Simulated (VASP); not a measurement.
A run of VASP 6.6.1 is set up as follows.

INCAR

```
SYSTEM = O
PREC = Accurate
ENCUT = 520
EDIFF = 1E-7
ISMEAR = -1
SIGMA = 0.05
LREAL = .False.
LASPH = .True.
NELM = 60
ALGO = Normal
ISIF = 2
LWAVE = .False.
LCHARG = .True.
GGA = CA
LELF = .True.
LVHAR = .True.
NBANDS = 13
```

Contents of KPOINTS:

```
Automatic mesh
0
Gamma
  10 10 7
  0 0 0
```

Contents of POSCAR:

```
O
1.0
    2.8322653448     -1.6512584499      0.0000000000
    2.8322653448      1.6512584499      0.0000000000
   -2.3784205071      0.0000000000      3.6225725980
O
2
Direct
    0.9745461700      0.9745461700      0.8444259800
    0.0254538300      0.0254538300      0.1555740200
```

Potentials or basis: VASP PAW LDA potentials, release 64 (O).

Command:

```sh
$ cat potpaw_LDA.64/O/POTCAR > POTCAR
$ mpirun -np 1 vasp_std > vasp.out
```

Q: Predict the largest force.

A: 0.627 eV/Å.

Q: Estimate the band gap on the k mesh.

A: Zero (band 6 reaches -1.85 eV, above the bottom of band 7 at -2.14 eV).

Q: What does it give for the pressure?

A: -3.0 GPa.

Forces in eV/Å, atoms in the order of the input:
```
O    0.082  0.000 -0.622
O   -0.082  0.000  0.622
```

Caveat: the standard files for N, O and F lose accuracy on very short bonds; spin is off for a triplet molecule.
